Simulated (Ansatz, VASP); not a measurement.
One calculation of Li3Si2N, two programs

```
CELL_PARAMETERS angstrom
2.38758 1.37847 3.91727
-2.38758 1.37847 3.91727
0.00000 -2.75694 3.91727
ATOMIC_POSITIONS crystal
Li 0.50000 0.50000 0.00000
Li 0.00000 0.50000 0.50000
Li 0.50000 0.00000 0.50000
Si 0.14776 0.14776 0.14776
Si 0.85224 0.85224 0.85224
N 0.00000 0.00000 0.00000
```

Alike in both runs: functional PBE; k mesh 12 × 12 × 12; occupations gaussian, width 0.1 eV; no spin polarisation.

Ansatz relaxed the structure, and its values are those at the end. VASP's run is a single point on that final structure, the one shown.

|  | VASP | Ansatz |
| --- | --- | --- |
| version | VASP 6.6.1 | Ansatz 0.2.0 |
| potentials or method | VASP PAW PBE potentials, release 64 (Li_sv, Si, N), cutoff 520 eV | scalar-relativistic, plane waves, PAW |
| valence electrons in the cell | 22 | 22 |

```tsv
	VASP	Ansatz	Ansatz less VASP
gap on the k mesh at the Fermi level (eV)	none	none	-
rms of the force components (eV/Å)	0.007	0.000	-0.0064
```

A gap of «none» marks a metal or a gap that the smearing closes. The functional is the same, so the differences come from potentials, cutoffs and numerics.

Noted on VASP's run: the cutoff is short for stress, so the pressure is rough.
